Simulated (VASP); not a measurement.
A run of VASP 6.6.1:

POSCAR

```
BiRh
1.0
    4.0762517513      0.0000000029      0.0000000000
   -2.0381258782      3.5301375674      0.0000000000
    0.0000000000      0.0000000000      5.6174711600
Bi Rh
2 2
Direct
    0.3333333333      0.6666666667      0.2500000000
    0.6666666667      0.3333333333      0.7500000000
    0.0000000000      0.0000000000      0.0000000000
    0.0000000000      0.0000000000      0.5000000000
```

Contents of INCAR.step1:

```
ALGO = Normal ; EDIFF = 1E-4
ENCUT = 520 ; GGA = PE
ISMEAR = -1 ; LASPH = T
LCHARG = F ; LREAL = F
LWAVE = T ; NBANDS = 38
NELM = 80 ; PREC = Accurate
SIGMA = 0.1
```

INCAR.step2

```
ALGO = Normal ; EDIFF = 1E-6
ENCUT = 520 ; ISIF = 2
ISMEAR = -1 ; ISTART = 1
LASPH = T ; LCHARG = F
LMIXTAU = T ; LREAL = F
LWAVE = F ; METAGGA = R2SCAN
NBANDS = 38 ; NELM = 80
PREC = Accurate ; SIGMA = 0.1
```

Contents of KPOINTS:

```
k-points
0
Gamma
  9 9 6
```

Potentials or basis: VASP PAW PBE potentials, release 64 (Bi_d, Rh_pv).

Command:

```sh
$ cat potpaw_PBE.64/Bi_d/POTCAR potpaw_PBE.64/Rh_pv/POTCAR > POTCAR
$ cp INCAR.step1 INCAR
$ mpirun -np 1 vasp_std > vasp.out
$ cp INCAR.step2 INCAR
$ mpirun -np 1 vasp_std > vasp.out
```

Hardware: 1 thread of Oxide Virtual Turin-like Processor, on a shared host.

Task: How long does it take, and how much memory?

Result: Wall time 7.6 min on 1 thread of Oxide Virtual Turin-like Processor (shared host), peak memory 0.24 GiB. Counts: k points 48.
